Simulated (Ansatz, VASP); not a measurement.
## Two plane-wave programs on GaAs

POSCAR

```
GaAs
1.0
    0.0000000000      2.8224809141      2.8224809141
    2.8224809141      0.0000000000      2.8224809141
    2.8224809141      2.8224809141      0.0000000000
Ga As
1 1
Direct
    0.0000000000      0.0000000000      0.0000000000
    0.2500000000      0.2500000000      0.2500000000
```

INCAR.step1

```
SYSTEM = GaAs
PREC = Accurate
ENCUT = 550
ISMEAR = 0
SIGMA = 0.02
LREAL = .FALSE.
LASPH = .TRUE.
NELM = 120
NBANDS = 16
GGA = PE
ALGO = Normal
EDIFF = 1E-5
LWAVE = .TRUE.
LCHARG = .FALSE.
GGA_COMPAT = .FALSE.
```

Contents of INCAR.step2:

```
SYSTEM = GaAs
PREC = Accurate
ENCUT = 550
EDIFF = 1E-6
ISMEAR = 0
SIGMA = 0.02
LREAL = .FALSE.
LASPH = .TRUE.
NELM = 120
ALGO = Normal
ISIF = 2
LWAVE = .FALSE.
LCHARG = .FALSE.
METAGGA = R2SCAN
LMIXTAU = .TRUE.
LUSE_VDW = .TRUE.
IVDW_NL = 2
BPARAM = 11.95
CPARAM = 0.0093
NBANDS = 16
ISTART = 1
GGA_COMPAT = .FALSE.
```

The input KPOINTS:

```
Automatic mesh
0
G
  8 8 8
  0 0 0
```

Input for Ansatz:

```yaml
crystal:
  lattice:
    - [0.0, 2.8224809141, 2.8224809141]
    - [2.8224809141, 0.0, 2.8224809141]
    - [2.8224809141, 2.8224809141, 0.0]
  atoms:
    - { symbol: Ga, position: [0.0, 0.0, 0.0] }
    - { symbol: As, position: [0.25, 0.25, 0.25] }
basis:
  ecutwfc: 500
kpoints:
  mp_grid: { grid: [8, 8, 8] }
  band_path:
    path:
      - [[0.0, 0.0, 0.0], [-0.5, -0.5, 0.0], [-0.375, -0.375, 0.25]]
      - [[-0.375, 0.0, 0.375], [0.0, 0.0, 0.0], [0.0, 0.0, 0.5], [-0.5, -0.25, 0.25], [-0.5, -0.5, 0.0]]
    npoints: 10
hamiltonian:
  xc: r2scan
  dispersion: rvv10
  pseudopotentials: { kind: paw, azcp: { folder: soft_1 } }
scf:
  occupations: { method: gaussian, width: 0.02 }
  n_extra_bands: 7
output:
  forces: true
  stress: true
  eigenvalues: true
```

Alike in both runs: task single point; functional r2SCAN; dispersion rVV10; k mesh 8 × 8 × 8; occupations gaussian, width 0.02 eV; no spin polarisation.

```csv
,VASP,Ansatz
version,VASP 6.6.1,Ansatz 0.2.0
potentials or method,"VASP PAW PBE potentials, release 64 (Ga_d, As), cutoff 550 eV","scalar-relativistic, plane waves, PAW"
valence electrons in the cell,18,28
```

Ansatz gave:

- gap on the k mesh at the Fermi level (eV): 1.04
- least direct gap on the mesh (eV): 1.04
- pressure (GPa): 0.0

Question: Estimate VASP's values.

Answer: gap on the k mesh at the Fermi level (eV): 1.02; least direct gap on the mesh (eV): 1.02; pressure (GPa): 0.2.

VASP's potentials were made for PBE, not for r2SCAN. VASP's potentials hold 18 valence electrons a cell and Ansatz's 28, so a difference there can come from the potentials and not from the codes.
